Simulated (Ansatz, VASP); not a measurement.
RbYP in VASP and in Ansatz

```
CELL_PARAMETERS angstrom
4.58404 0.00000 0.00000
0.00000 5.18764 0.00000
0.00000 0.00000 6.85066
ATOMIC_POSITIONS crystal
Rb 0.50000 0.00000 0.50000
Y 0.00000 0.00000 0.00000
P 0.00000 0.50000 0.00000
```

Alike in both runs: functional PBE; k mesh 10 × 10 × 8; occupations gaussian, width 0.1 eV; no spin polarisation.

Ansatz relaxed the structure, and its values are those at the end. VASP's run is a single point on that final structure, the one shown.

|  | VASP | Ansatz |
| --- | --- | --- |
| version | VASP 6.6.1 | Ansatz 0.2.0 |
| potentials or method | VASP PAW PBE potentials, release 64 (Rb_sv, Y_sv, P), cutoff 520 eV | scalar-relativistic, plane waves, PAW |
| valence electrons in the cell | 25 | 25 |

```csv
,VASP,Ansatz,Ansatz less VASP
gap on the k mesh at the Fermi level (eV),none,none,-
pressure (GPa),0.0,0.0,+0.01
```

A gap of «none» marks a metal or a gap that the smearing closes.
